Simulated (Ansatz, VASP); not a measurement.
# Two plane-wave programs on H

```
CELL_PARAMETERS angstrom
1.64853 -2.73169 0.00000
1.64853 2.73169 0.00000
0.00000 0.00000 6.31377
ATOMIC_POSITIONS crystal
H 0.56781 0.43219 0.99951
H 0.43219 0.56781 0.00049
H 0.43219 0.56781 0.49951
H 0.56781 0.43219 0.50049
```

Alike in both runs: task single point; functional r2SCAN; k mesh 6 × 6 × 4; occupations gaussian, width 0.02 eV; no spin polarisation.

|  | VASP | Ansatz |
| --- | --- | --- |
| version | VASP 6.6.1 | Ansatz 0.2.0 |
| potentials or method | VASP PAW PBE potentials, release 64 (H), cutoff 520 eV | scalar-relativistic, plane waves, PAW |
| valence electrons in the cell | 4 | 4 |

```csv
,VASP,Ansatz,Ansatz less VASP
gap on the k mesh at the Fermi level (eV),9.09,9.08,-0.016
least direct gap on the mesh (eV),9.09,9.08,-0.016
pressure (GPa),0.1,0.2,+0.17
rms of the force components (eV/Å),0.006,0.003,-0.0028
```

VASP's potentials were made for PBE, not for r2SCAN. Atom by atom the forces differ by 0.003 eV/Å (rms over components).
